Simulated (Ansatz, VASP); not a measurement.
## Sb in VASP and in Ansatz

File INCAR:

```
PREC     = Accurate       # precision mode
ENCUT    = 400            # plane-wave cutoff, eV
EDIFF    = 1E-8           # SCF threshold, eV
ISMEAR   = -1             # smearing method
SIGMA    = 0.05           # smearing width, eV
LREAL    = F              # projectors in reciprocal space
LASPH    = T              # aspherical terms in the spheres
NELM     = 120            # most SCF steps
ALGO     = Normal         # electronic algorithm
ISIF     = 2              # what is computed and relaxed
LWAVE    = F              # write WAVECAR
LCHARG   = F              # write CHGCAR
GGA      = CA             # functional
LEFG     = T            
NBANDS   = 12             # bands
GGA_COMPAT= F
```

Contents of KPOINTS:

```
Automatic mesh
0
Gamma
  12 12 7
```

File POSCAR:

```
Sb
1.0
    3.3690001795      0.0000000000      0.0000000000
   -1.6845000898      2.9176397408      0.0000000000
    0.0000000000      0.0000000000      5.3300000000
Sb
2
Direct
    0.3333333333      0.6666666667      0.2500000000
    0.6666666667      0.3333333333      0.7500000000
```

Input for Ansatz:

```yaml
crystal:
  lattice:
    - [3.3690001795, 0.0, 0.0]
    - [-1.6845000898, 2.9176397408, 0.0]
    - [0.0, 0.0, 5.33]
  atoms:
    - { symbol: Sb, position: [0.3333333333, 0.6666666667, 0.25] }
    - { symbol: Sb, position: [0.6666666667, 0.3333333333, 0.75] }
kpoints:
  mp_grid: { grid: [12, 12, 7] }
  band_path:
    path:
      - [0.0, 0.0, 0.0]
      - [0.5, 0.0, 0.0]
      - [0.3333333333, 0.3333333333, 0.0]
      - [0.0, 0.0, 0.0]
      - [0.0, 0.0, 0.5]
      - [0.5, 0.0, 0.5]
      - [0.3333333333, 0.3333333333, 0.5]
      - [0.0, 0.0, 0.5]
      - [0.5, 0.0, 0.5]
    npoints: 5
scf:
  occupations: { method: fermi_dirac, width: 0.05 }
hamiltonian:
  xc: lda
  pseudopotentials: { kind: paw }
output:
  forces: true
  stress: true
  eigenvalues: true
  efg: { contact_densities: true }
```

Alike in both runs: task electric field gradients; functional LDA; k mesh 12 × 12 × 7; occupations fermi-dirac, width 0.05 eV; no spin polarisation.

```csv
,VASP,Ansatz
version,VASP 6.6.1,Ansatz 0.2.0
potentials or method,"VASP PAW LDA potentials, release 64 (Sb)","PAW with Ansatz's default frozen-core files, scalar-relativistic"
plane-wave cutoff (eV),400,420
valence electrons in the cell,10,30
```

```tsv
	VASP	Ansatz	Ansatz less VASP
pressure (GPa)	-1.3	-1.4	-0.10
traceless stress, the component that is largest in VASP (GPa)	-0.88	-0.87	+0.003
size of Vzz on the site where it differs most (V/Å²)	23.1	25.2	+2.13
```

LDA's correlation is that of Perdew and Zunger in VASP and of Perdew and Wang (1992) in Ansatz. VASP's potentials hold 10 valence electrons a cell and Ansatz's 30, so a difference there can come from the potentials and not from the codes.

Neither program's run includes spin-orbit coupling.
